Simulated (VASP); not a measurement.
Crystal: Bi2CS3.

```
Bi C S
1.0
     3.99819    0.00000    0.00000
     0.00000    4.34945    4.34945
     0.00000   -4.34945    4.34945
Bi C S
2 1 3
Cartesian
  0.0000 0.0000 0.0000
  1.9991 0.0000 4.3495
  0.0000 0.0000 2.6532
  0.0000 0.0000 6.0457
  1.9991 2.6532 4.3495
  1.9991 -2.6532 4.3495
```

* Program: VASP 6.6.1
* Task: relaxation of cell and atoms
* Functional: PBE
* Potentials or basis: VASP PAW PBE potentials, release 64 (Bi_d, C, S)
* Cutoff: 600 eV
* k mesh: 4 × 4 × 4
* Occupations: gaussian, width 0.1 eV
* Spin: no spin polarisation

At the start: pressure 3.7 GPa; volume 25.21 Å³/atom.

Question: Where does the relaxation end?

Answer: Over 25 steps the energy falls by 148.7 meV/atom and the volume is 24.58 Å³/atom (-2.5 %); space group Amm2 (No. 38, to 0.05 Å).

Step by step:
```csv
step,energy change (eV),largest force (eV/Å),pressure (GPa),volume (Å³)
1,0.0000,1.9990,3.70,151.27
2,-0.4153,0.8792,-2.64,164.17
3,-0.4163,0.9364,-2.34,163.34
4,-0.5949,0.7498,-1.32,157.30
5,-0.6652,0.4557,0.04,151.10
6,-0.7048,0.1600,0.21,150.07
7,-0.7074,0.1490,0.31,149.72
8,-0.7131,0.1489,-0.09,150.95
9,-0.7147,0.1521,-0.49,152.16
10,-0.7184,0.1561,-0.48,152.08
11,-0.7282,0.1809,-0.35,151.83
12,-0.7414,0.2659,-0.04,151.32
13,-0.7353,0.4708,0.73,150.27
14,-0.7446,0.3363,0.22,150.95
15,-0.7487,0.3388,0.20,150.97
16,-0.7609,0.3448,0.17,151.01
17,-0.7834,0.3490,0.09,151.10
18,-0.8116,0.3308,-0.16,151.27
19,-0.8408,0.2672,-0.32,150.92
20,-0.8852,0.0796,-0.68,149.78
21,-0.8858,0.1134,-0.71,149.64
22,-0.8904,0.0805,0.28,146.80
23,-0.8910,0.0870,0.04,147.48
24,-0.8918,0.0549,0.02,147.48
25,-0.8923,0.0118,0.01,147.48
```

Final structure:
```cif
data_structure
_symmetry_space_group_name_H-M 'P 1'
_symmetry_Int_Tables_number 1
_cell_length_a 4.0531
_cell_length_b 6.0410
_cell_length_c 6.0410
_cell_angle_alpha 94.362
_cell_angle_beta 90.000
_cell_angle_gamma 90.000
_cell_volume 147.48
loop_
_atom_site_label
_atom_site_type_symbol
_atom_site_fract_x
_atom_site_fract_y
_atom_site_fract_z
_atom_site_occupancy
Bi1 Bi 0.00000 0.99836 0.99836 1
Bi2 Bi 0.50000 0.43752 0.43752 1
C1 C 0.00000 0.28613 0.28613 1
S1 S 0.00000 0.67299 0.67299 1
S2 S 0.50000 0.84831 0.25668 1
S3 S 0.50000 0.25668 0.84831 1
```

Caveat: the k points lie up to 0.39 Å⁻¹ apart in the final cell.
